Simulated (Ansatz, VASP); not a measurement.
# PbS in VASP and in Ansatz

INCAR

```
SYSTEM = PbS
PREC = Accurate
ENCUT = 520
EDIFF = 1E-6
ISMEAR = -1
SIGMA = 0.08
LREAL = .FALSE.
LASPH = .TRUE.
NELM = 80
ALGO = Normal
ISIF = 2
LWAVE = .FALSE.
LCHARG = .TRUE.
GGA = CA
LELF = .TRUE.
LVHAR = .TRUE.
NBANDS = 17
```

File KPOINTS:

```
Automatic mesh
0
G
  12 12 12
  0 0 0
```

The input POSCAR:

```
PbS
1.0
    0.0000000000      2.8007455428      2.8007455428
    2.8007455428      0.0000000000      2.8007455428
    2.8007455428      2.8007455428      0.0000000000
Pb S
1 1
Direct
    0.0000000000      0.0000000000      0.0000000000
    0.5000000000      0.5000000000      0.5000000000
```

Input for Ansatz:

```yaml
crystal:
  lattice:
    - [0.0, 2.8007455428, 2.8007455428]
    - [2.8007455428, 0.0, 2.8007455428]
    - [2.8007455428, 2.8007455428, 0.0]
  atoms:
    - { symbol: Pb, position: [0.0, 0.0, 0.0] }
    - { symbol: S, position: [0.5, 0.5, 0.5] }
kpoints:
  mp_grid: { grid: [12, 12, 12] }
scf:
  occupations: { method: fermi_dirac, width: 0.08 }
hamiltonian:
  xc: lda
  pseudopotentials: { kind: paw }
output:
  forces: true
  stress: true
  eigenvalues: true
  populations: true
```

Change from the starting cell: volume scaled by 0.88, PAW files.

Alike in both runs: task single point; functional LDA; k mesh 12 × 12 × 12; occupations fermi-dirac, width 0.08 eV; no spin polarisation.

```csv
,VASP,Ansatz
version,VASP 6.6.1,Ansatz 0.2.0
potentials or method,"VASP PAW LDA potentials, release 64 (Pb_d, S)","PAW with Ansatz's default frozen-core files, scalar-relativistic"
plane-wave cutoff (eV),520,420
valence electrons in the cell,20,20
```

Ansatz gave:

| Quantity | Value |
| --- | --- |
| pressure (GPa) | 10.9 |

**Question.** Which values does VASP return?

**Answer.** Pressure (GPa): 11.0.

LDA's correlation is that of Perdew and Zunger in VASP and of Perdew and Wang (1992) in Ansatz.

Neither program's run includes spin-orbit coupling.
